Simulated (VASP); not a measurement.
Runs of VASP 6.6.1 on TiAl3. The structure is that of space group P4/mmm (No. 123), or close to it. The cells are those of the table. 

```csv
task,cell,k mesh,cutoff (eV),gap on the mesh (eV),pressure (GPa),relaxed volume (Å³/atom)
relaxation of cell and atoms,"relaxed from a = 2.847, b = 2.847, c = 8.170 Å, 4 atoms",6 × 6 × 2,600,none,0.1,19.65
relaxation of cell and atoms,"relaxed from a = 3.804, b = 3.804, c = 5.429 Å, 4 atoms",12 × 12 × 8,600,none,0.0,19.62
single point,"a = 2.847, b = 2.847, c = 8.170 Å, 4 atoms",6 × 6 × 2,520,none,(a),-
single point,"a = 3.839, b = 3.839, c = 5.367 Å, 4 atoms",6 × 6 × 2,520,none,-0.2,-
single point,"a = 3.804, b = 3.804, c = 5.429 Å, 4 atoms",4 × 4 × 4,520,none,0.1,-
```

Alike in all rows: level PBE; potentials or basis VASP PAW PBE potentials, release 64 (Ti_sv, Al); no spin polarisation; smearing gaussian 0.1 eV.

Fill in the values left out.

(a) 89.4.

Caveats: some runs use coarse meshes; the volume moved by over 15 % at a fixed basis, so the end points are rough (some runs).

A gap of «none» marks levels without a gap at the run's occupations.
